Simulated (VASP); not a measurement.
Wanted: the native input for a VASP 6.6.1 run.

- Task: relaxation of cell and atoms
- Functional: PBE
- Potentials or basis: VASP PAW PBE potentials, release 64 (Rb_sv)
- Cutoff: 600 eV
- k mesh: 5 × 5 × 7
- Occupations: fermi-dirac, width 0.05 eV
- Spin: no spin polarisation
- Dipole correction: no
- Further INCAR settings: ALGO = Normal; EDIFF = 1e-06; IBRION = 2; EDIFFG = -0.005; NSW = 60; ISIF = 3

The structure of Rb lies in POSCAR:

```
Rb
1.0
    7.9881083930      0.0000000000      0.0000000000
   -3.9940541965      6.9179047965      0.0000000000
    0.0000000000      0.0000000000      4.9526272037
Rb
3
Direct
    0.0000000000      0.0000000000      0.0000000000
    0.3333333333      0.6666666667      0.5000000000
    0.6666666667      0.3333333333      0.5000000000
```

This isn't the form of Rb at room conditions, which is bcc.

These files were run (other wordings do the same):

INCAR

```
PREC = Accurate
ENCUT = 600
EDIFF = 1E-6
ISMEAR = -1
SIGMA = 0.05
LREAL = F
LASPH = T
NELM = 100
ALGO = Normal
ISIF = 3
LWAVE = F
LCHARG = F
GGA = PE
IBRION = 2
NSW = 60
EDIFFG = -0.005
```

KPOINTS

```
regular mesh
0
Gamma
  5 5 7
```

Potentials or basis: VASP PAW PBE potentials, release 64 (Rb_sv).

The run is started by

```sh
$ cat potpaw_PBE.64/Rb_sv/POTCAR > POTCAR
$ mpirun -np 1 vasp_std > vasp.out
```

Results of the run:

```yaml
Relaxed_volume: 91.51 Å³/atom
Relaxed_cell: a = 8.095 Å, b = 8.095 Å, c = 4.837 Å, α = 90.00°, β = 90.00°, γ = 120.00°
Space_group_after_relaxing_to_0.1_Å: P6/mmm (No. 191)
Energy_gained_by_relaxing: 1.5 meV/atom
Ionic_steps: 8
Pressure_after_relaxing: 0.0 GPa
Band_gap_on_the_k_mesh: zero (an odd number of electrons rules out a gap without spin polarisation)
```

Wall time 3.6 min on 1 thread of AMD EPYC 9R45 96-Core Processor (Zen 5) (shared host), peak memory 0.42 GiB.
